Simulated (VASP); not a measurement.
In:

```xyz
1
Lattice="-1.9106 1.9106 1.9106 1.9106 -1.9106 1.9106 1.9106 1.9106 -1.9106" Properties=species:S:1:pos:R:3 pbc="T T T"
In    0.0000    0.0000    0.0000
```

This isn't the form of In at room conditions, which is tetragonal.

Base run:

- Program: VASP 6.6.1
- Functional: PBE
- Potentials or basis: VASP PAW PBE potentials, release 64 (In_d)
- Cutoff: 520 eV
- k mesh: 8 × 8 × 8
- Occupations: gaussian, width 0.05 eV
- Spin: no spin polarisation

Its results: band gap on the k mesh zero (an odd number of electrons rules out a gap without spin polarisation); pressure 0.0 GPa.

Question: The run is repeated on the same cell with these changes: functional from PBE to r2SCAN; k mesh from 8 × 8 × 8 to 16 × 16 × 16. What comes out?

Answer: Band gap on the k mesh zero (an odd number of electrons rules out a gap without spin polarisation); pressure -1.5 GPa.

Several settings changed at once.

Caveats: spin-orbit coupling is left out, which moves the levels of the heavy elements; the PAW data sets were made with another functional, which shifts forces and pressure a little (at least some runs).
